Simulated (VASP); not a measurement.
# Ti12H (a cell with a defect) in VASP: single point with PBEsol

Aim: the single point of Ti12H (a cell with a defect) with PBEsol.

All numbers are computed with VASP 6.6.1; they aren't measurements. Logs are shortened: lines on timing, memory, paths and dates and some standing lists are left out, and cuts for length are marked.

### 1 The cell of the first run

The cell holds a defect, 13 atoms: a = 5.900 Å, b = 8.850 Å, c = 4.685 Å, α = 90.00°, β = 90.00°, γ = 120.00°.

### 2 Single point, PBEsol

The input, INCAR:

```
SYSTEM = Ti12H
PREC     = Accurate       ! precision mode
ENCUT    = 520            ! plane-wave cutoff, eV
EDIFF    = 1E-7           ! SCF threshold, eV
ISMEAR   = 0              ! smearing method
SIGMA    = 0.1            ! smearing width, eV
LREAL    = .FALSE.        ! projectors in reciprocal space
LASPH    = .TRUE.         ! aspherical terms in the spheres
NELM     = 80             ! most SCF steps
ALGO     = Normal         ! electronic algorithm
ISIF     = 2              ! what is computed and relaxed
LWAVE    = .FALSE.        ! write WAVECAR
LCHARG   = .FALSE.        ! write CHGCAR
GGA      = PS             ! functional
NBANDS   = 84             ! bands
```

The input, KPOINTS:

```
Automatic mesh
0
G
  4 3 5
  0 0 0
```

The input, POSCAR:

```
Ti12H
1.0
    5.9000000000      0.0000000000      0.0000000000
   -4.4250000000      7.6643250000      0.0000000000
    0.0000000000      0.0000000000      4.6846000000
Ti H
12 1
Direct
    0.0007991466      0.0005532124      0.0005729411
    0.1646512320      0.2199587048      0.5006967511
    0.0032478969      0.3307180998      0.0008062588
    0.1755077628      0.5584941922      0.5003434658
    0.0029918313      0.6704835716      0.0001568971
    0.1684204479      0.8901463599      0.5003929898
    0.4982407818     -0.0015162457      0.0003767664
    0.6636829697      0.2182267845      0.5001517739
    0.4914843639      0.3302840107      0.0003534987
    0.6631313083      0.5580580155      0.5008303804
    0.5020732576      0.6687426486      0.0006771122
    0.6659281133      0.8881242640      0.5005838279
    0.8333226791      0.4441348716      0.5014332067
```

Potentials or basis: VASP PAW PBE potentials, release 64 (Ti_sv, H).

Command:

```
cat potpaw_PBE.64/Ti_sv/POTCAR potpaw_PBE.64/H/POTCAR > POTCAR
mpirun -np 1 vasp_std > vasp.out
```

OUTCAR:

```text
SYSTEM = Ti12H
   PREC = Accurate
   ENCUT = 520
   EDIFF = 1E-7
   ISMEAR = 0
   LREAL = .FALSE.
   LASPH = .TRUE.
   NELM = 80
   ISIF = 2
   GGA = PS

 ion  position               nearest neighbor table
   1  0.001  0.001  0.001-   2 2.88   2 2.88   6 2.90   6 2.90  12 2.90  12 2.90   9 2.91   3 2.91

   2  0.165  0.220  0.501-   9 2.88   9 2.88   3 2.88   3 2.88   1 2.88   1 2.88
   3  0.003  0.331  0.001-   2 2.88   2 2.88   9 2.88   8 2.91   1 2.91   8 2.92   4 2.92
   4  0.176  0.558  0.500-  13 1.75  11 2.87  11 2.88  10 2.88  12 2.91   5 2.92   5 2.92   3 2.92

   5  0.003  0.670  0.000-   6 2.88   6 2.89   7 2.91  10 2.91   4 2.92  10 2.92   4 2.92
   6  0.168  0.890  0.500-   5 2.88   5 2.89   7 2.89   7 2.89   1 2.90   1 2.90   8 2.91
   7  0.498  0.998  0.000-   8 2.88   6 2.89   6 2.89   8 2.89  12 2.89  12 2.90   5 2.91
   8  0.664  0.218  0.500-  13 1.73   7 2.88   7 2.89   3 2.91   6 2.91   9 2.92   3 2.92   9 2.92

   9  0.491  0.330  0.000-   2 2.88   2 2.88   3 2.88   1 2.91   8 2.92   8 2.92  10 2.92
  10  0.663  0.558  0.501-  13 1.74  11 2.88  11 2.88   4 2.88  12 2.91   5 2.91   5 2.92   9 2.92

  11  0.502  0.669  0.001-   4 2.87  10 2.88   4 2.88  10 2.88  12 2.88  12 2.88
  12  0.666  0.888  0.501-  11 2.88  11 2.88   7 2.89   7 2.90   1 2.90   1 2.90   4 2.91  10 2.91

  13  0.833  0.444  0.501-   8 1.73  10 1.74   4 1.75

  LATTYP: Found a simple monoclinic cell.
 ALAT       =     5.9000000000
 B/A-ratio  =     0.7940000000
 C/A-ratio  =     1.3228756849
 COS(beta)  =    -0.1889822323

  Lattice vectors:

 A1 = (   5.9000000000,   0.0000000000,   0.0000000000)
 A2 = (   0.0000000000,   0.0000000000,   4.6846000000)
 A3 = (  -1.4750000000,  -7.6643250000,   0.0000000000)

Analysis of symmetry for initial positions (statically):
=====================================================================
 Subroutine PRICEL returns:
 Original cell was already a primitive cell.

 Routine SETGRP: Setting up the symmetry group for a
 simple monoclinic supercell.

 Subroutine GETGRP returns: Found  1 space group operations
 (whereof  1 operations were pure point group operations)
 out of a pool of  4 trial point group operations.

The static configuration has the point symmetry C_1 .

Analysis of symmetry for dynamics (positions and initial velocities):
=====================================================================
 Subroutine PRICEL returns:
 Original cell was already a primitive cell.

 Routine SETGRP: Setting up the symmetry group for a
 simple monoclinic supercell.

 Subroutine GETGRP returns: Found  1 space group operations
 (whereof  1 operations were pure point group operations)
 out of a pool of  4 trial point group operations.

The dynamic configuration has the point symmetry C_1 .

 Subroutine INISYM returns: Found  1 space group operations
 (whereof  1 operations are pure point group operations),
 and found     1 'primitive' translations

----------------------------------------------------------------------------------------

                                     Primitive cell

  volume of cell :     211.8354

  direct lattice vectors                    reciprocal lattice vectors
     5.900000000  0.000000000  0.000000000     0.169491525  0.097855976  0.000000000
    -4.425000000  7.664325000  0.000000000     0.000000000  0.130474634  0.000000000
     0.000000000  0.000000000  4.684600000     0.000000000  0.000000000  0.213465397

  length of vectors
     5.900000000  8.850000153  4.684600000     0.195711955  0.130474634  0.213465397

  position of ions in fractional coordinates (direct lattice)
     0.000799147  0.000553212  0.000572941
     0.164651232  0.219958705  0.500696751
     0.003247897  0.330718100  0.000806259
     0.175507763  0.558494192  0.500343466
     0.002991831  0.670483572  0.000156897
     0.168420448  0.890146360  0.500392990
     0.498240782  0.998483754  0.000376766
     0.663682970  0.218226784  0.500151774
     0.491484364  0.330284011  0.000353499
     0.663131308  0.558058016  0.500830380
     0.502073258  0.668742649  0.000677112
     0.665928113  0.888124264  0.500583828
     0.833322679  0.444134872  0.501433207

  ion indices of the primitive-cell ions
   primitive index   ion index
                 1           1
                 2           2
                 3           3
                 4           4
                 5           5
                 6           6
                 7           7
                 8           8
                 9           9
                10          10
                11          11
                12          12
                13          13

----------------------------------------------------------------------------------------

 KPOINTS: Automatic mesh

Automatic generation of k-mesh.
 Grid dimensions read from file:
 generate k-points for:    4    3    5

 Generating k-lattice:

  Cartesian coordinates                     Fractional coordinates (reciprocal lattice)
     0.042372881  0.024463994  0.000000000     0.250000000  0.000000000  0.000000000
     0.000000000  0.043491545  0.000000000     0.000000000  0.333333333  0.000000000
     0.000000000  0.000000000  0.042693079     0.000000000  0.000000000  0.200000000

  Length of vectors
     0.048927989  0.043491545  0.042693079

  Shift w.r.t. Gamma in fractional coordinates (k-lattice)
     0.000000000  0.000000000  0.000000000

 Subroutine IBZKPT returns following result:
 ===========================================

 Found     31 irreducible k-points:

 Following reciprocal coordinates:
            Coordinates               Weight
  0.000000  0.000000  0.000000      1.000000
  0.250000  0.000000  0.000000      2.000000
  0.500000  0.000000  0.000000      1.000000
  0.000000  0.333333  0.000000      2.000000
  0.250000  0.333333  0.000000      2.000000
  0.500000  0.333333  0.000000      2.000000
[... 16 lines left out ...]
  0.500000  0.000000  0.400000      2.000000
  0.000000  0.333333  0.400000      2.000000
 [... further k-points ...]
   k-points           NKPTS =     31   k-points in BZ     NKDIM =     31   number of bands    NBANDS=     84
   number of dos      NEDOS =    301   number of ions     NIONS =     13
   total plane-waves  NPLWV = 120960
   dimension x,y,z NGX =    48 NGY =   70 NGZ =   36
   dimension x,y,z NGXF=    96 NGYF=  140 NGZF=   72
   ions per type =              12   1
   NGX,Y,Z   is equivalent  to a cutoff of  13.53, 13.15, 12.78 a.u.
   NGXF,Y,Z  is equivalent  to a cutoff of  27.05, 26.30, 25.55 a.u.
 SYSTEM =  Ti12H
   PREC   = accura    normal or accurate (medium, high low for compatibility)
   ISTART =      0    job   : 0-new  1-cont  2-samecut
   ICHARG =      2    charge: 1-file 2-atom 10-const
   ISPIN  =      1    spin polarized calculation?
   LNONCOLLINEAR =      F non collinear calculations
   LSORBIT =      F    spin-orbit coupling
   LASPH  =      T    aspherical Exc in radial PAW
   ENCUT  =  520.0 eV  38.22 Ry    6.18 a.u.  10.97 16.46  8.71*2*pi/ulx,y,z
   NELM   =     80;   NELMIN=  2; NELMDL= -5     # of ELM steps
   EDIFF  = 0.1E-06   stopping-criterion for ELM
   LREAL  =      F    real-space projection
   EDIFFG = 0.1E-05   stopping-criterion for IOM
   NSW    =      0    number of steps for IOM
   IBRION =     -1    ionic relax: 0-MD 1-quasi-New 2-CG
   NFREE  =      0    steps in history (QN), initial steepest desc. (CG)
   ISIF   =      2    stress and relaxation
   ISYM   =      2    0-nonsym 1-usesym 2-fastsym
   POTIM  = 0.5000    time-step for ionic-motion
   TEBEG  =    0.0;   TEEND  =   0.0 temperature during run
   PSTRESS=    0.0 pullay stress
   NELECT =     145.0000    total number of electrons
   NUPDOWN=      -1.0000    fix difference up-down
   EMIN   =  10.00;   EMAX   =-10.00  energy-range for DOS
   EFERMI =   0.00;   METHOD = LEGACY
   ISMEAR =     0;   SIGMA  =   0.10  broadening in eV -4-tet -1-fermi 0-gaus
   EFERMI_NEDOS =   21; number of points for ismear=-14 and -15
   IALGO  =     38    algorithm
   IMIX   =      4    mixing-type and parameters
     AMIX     =   0.40;   BMIX     =  1.00
     AMIX_MAG =   1.60;   BMIX_MAG =  1.00
  volume/ion in A,a.u.               =      16.30       109.96
  Fermi-wavevector in a.u.,A,eV,Ry     =   1.442773  2.726446 28.321806  2.081594
  Thomas-Fermi vector in A             =   2.561256
   LORBIT       =      0    0 simple, 1 ext, 2 COOP (PROOUT), +10 PAW based schemes
   GGA     = PS    functional components
   LHFCALC =     F    Hartree Fock is set to
   AEXX    =    0.0000 exact exchange contribution
   IVDW    =     0    specifies the selected vdW correction
   LEPSILON=     F    determine dielectric tensor
   LRPA    =     F    only Hartree local field effects (RPA)
 non-spin polarized calculation
 Gauss-broadening in eV      SIGMA  =   0.10
  energy-cutoff  :      520.00
  volume of cell :      211.84
 maximum number of plane-waves:      5724
 NGX is ok and might be reduce to    48
   NGX = 21   NGY = 33   NGZ = 17

 number of electron     144.9999998 magnetization

 Free energy of the ion-electron system (eV)
  ---------------------------------------------------
  ext. energy  EPLUGINS =         0.00000000
  ---------------------------------------------------
  free energy    TOTEN  =      -103.15922586 eV

  energy without entropy =     -103.10011149  energy(sigma->0) =     -103.12966868

 E-fermi :   8.0910     XC(G=0): -11.6060

 val. band max:        8.0899997439   @ k =   0.0000  -0.3333   0.2000
 cond. band min:       8.0964975902   @ k =   0.0000   0.0000   0.4000
 fundamental gap:      0.0064978463
 Fermi energy:         8.0910495414

 k-point     1 :       0.0000    0.0000    0.0000
  band No.  band energies     occupation
      1     -48.5493      2.00000
      2     -48.4936      2.00000
      3     -48.4656      2.00000
      4     -48.4647      2.00000
      5     -48.4206      2.00000
      6     -48.4124      2.00000
[... 2077 lines left out ...]
     83       8.9675      0.00000
     84       9.0494      0.00000

 [... further k-points ...]

------------------------ aborting loop because EDIFF is reached ----------------------------------------

  FORCE on cell =-STRESS in cart. coord.  units (eV):
  Direction    XX          YY          ZZ          XY          YZ          ZX
  --------------------------------------------------------------------------------------
  -------------------------------------------------------------------------------------
  Total       -5.1997967     -4.5747291     -5.6350577     -0.0723415      0.0023589     -0.0007660
  in kB      -39.3276964    -34.6001137    -42.6197123     -0.5471415      0.0178413     -0.0057932
  external PRESSURE =     -38.8491741 kB  Pullay stress =       0.0000000 kB

 VOLUME and BASIS-vectors are now :
 -----------------------------------------------------------------------------
  energy-cutoff  :      520.00
  volume of cell :      211.84
      direct lattice vectors                 reciprocal lattice vectors
     5.900000000  0.000000000  0.000000000     0.169491525  0.097855976  0.000000000
    -4.425000000  7.664325000  0.000000000     0.000000000  0.130474634  0.000000000
     0.000000000  0.000000000  4.684600000     0.000000000  0.000000000  0.213465397

 POSITION                                       TOTAL-FORCE (eV/Angst)
 -----------------------------------------------------------------------------------
      0.00227      0.00424      0.00268        -0.004931      0.037871      0.000396
     -0.00187      1.68584      2.34556        -0.008203     -0.049749     -0.003353
     -1.44426      2.53473      0.00378         0.353849     -0.159038     -0.006605
     -1.43584      4.28048      2.34391         0.055445      0.076397      0.002872
     -2.94924      5.13880      0.00074         0.013642      0.360974      0.006600
     -2.94522      6.82237      2.34414        -0.075090     -0.049107     -0.000779
     -1.47867      7.65270      0.00176         0.006341      0.008491     -0.001669
      2.95008      1.67256      2.34301         0.004839     -0.340281      0.003504
      1.43825      2.53140      0.00166        -0.350379     -0.171073      0.005668
      1.44307      4.27714      2.34619        -0.102464      0.112314     -0.009930
      0.00305      5.12546      0.00317         0.003189     -0.013395     -0.002578
     -0.00097      6.80687      2.34504         0.057792      0.097412     -0.001191
      2.95131      3.40399      2.34901         0.045971      0.089186      0.007066
 -----------------------------------------------------------------------------------
    total drift:                                0.000112     -0.000035      0.000302

  FREE ENERGIE OF THE ION-ELECTRON SYSTEM (eV)
  ---------------------------------------------------
  free  energy   TOTEN  =      -103.1592258642 eV

  energy  without entropy=     -103.1001114914  energy(sigma->0) =     -103.12966868
```

It took 33 min on 1 thread of Oxide Virtual Turin-like, shared host; peak memory 0.54 GiB.

What came out:

- Free energy: -103.1592 eV
- Pressure: -3.9 GPa
- Largest force: 0.390 eV/Å
- Band gap on the k mesh: zero (an odd number of electrons rules out a gap without spin polarisation)

Forces on the atoms (eV/Å):
```
Ti  -0.005  0.038  0.000
Ti  -0.008 -0.050 -0.003
Ti   0.354 -0.159 -0.007
Ti   0.055  0.076  0.003
Ti   0.014  0.361  0.007
Ti  -0.075 -0.049 -0.001
Ti   0.006  0.008 -0.002
Ti   0.005 -0.340  0.004
Ti  -0.350 -0.171  0.006
Ti  -0.102  0.112 -0.010
Ti   0.003 -0.013 -0.003
Ti   0.058  0.097 -0.001
H    0.046  0.089  0.007
```

Caveat: the PAW data sets were made with another functional, which shifts forces and pressure a little.
